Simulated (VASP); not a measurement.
A run of VASP 6.6.1:

Contents of INCAR:

```
SYSTEM = HfO2
ALGO = Normal
EDIFF = 1E-7
ENCUT = 520
GGA = PE
ISIF = 2
ISMEAR = 0
LASPH = .TRUE.
LCHARG = .FALSE.
LREAL = .FALSE.
LWAVE = .FALSE.
NBANDS = 18
NELM = 80
PREC = Accurate
SIGMA = 0.05
```

KPOINTS

```
k-points
0
G
  8 8 8
  0 0 0
```

The input POSCAR:

```
HfO2
1.0
    0.0000000000      2.5575000000      2.3529000000
    2.5575000000      0.0000000000      2.3529000000
    2.5575000000      2.5575000000      0.0000000000
Hf O
1 2
Direct
    0.0000000000      0.0000000000      0.0000000000
    0.2500000000      0.2500000000      0.2500000000
    0.7500000000      0.7500000000      0.7500000000
```

Potentials or basis: VASP PAW PBE potentials, release 64 (Hf_pv, O).

Run with:

```console
$ cat potpaw_PBE.64/Hf_pv/POTCAR potpaw_PBE.64/O/POTCAR > POTCAR
$ mpirun -np 1 vasp_std > vasp.out
```

Hardware: 1 thread of Intel(R) Xeon(R) 6975P-C (Granite Rapids), on a shared host.

Q: Estimate the wall time of this run.

A: It took 16 s on 1 thread of Intel(R) Xeon(R) 6975P-C (Granite Rapids) (shared host), peak memory 0.17 GiB. Counts: scf iterations 15, k points 59.
